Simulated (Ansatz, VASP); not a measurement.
SiBN2 in VASP and in Ansatz

```xyz
4
Lattice="3.4724 0.0000 0.0000 -1.7362 3.0072 0.0000 0.0000 0.0000 3.9549" Properties=species:S:1:pos:R:3 pbc="T T T"
Si    0.0000    0.0000    0.0000
B     0.0000    0.0000    1.9775
N     0.0000    2.0048    1.9775
N     1.7362    1.0024    1.9775
```

Alike in both runs: functional PBE; k mesh 6 × 6 × 6; occupations gaussian, width 0.2 eV; no spin polarisation.

Ansatz relaxed the structure, and its values are those at the end. VASP's run is a single point on that final structure, the one shown.

|  | VASP | Ansatz |
| --- | --- | --- |
| version | VASP 6.6.1 | Ansatz 0.2.0 |
| potentials or method | VASP PAW PBE potentials, release 64 (Si, B, N), cutoff 600 eV | scalar-relativistic, plane waves, PAW |
| valence electrons in the cell | 17 | 17 |

```csv
,VASP,Ansatz,Ansatz less VASP
gap on the k mesh at the Fermi level (eV),none,none,-
pressure (GPa),-0.1,0.1,+0.19
```

A gap of «none» marks a metal or a gap that the smearing closes. The functional is the same, so the differences come from potentials, cutoffs and numerics.
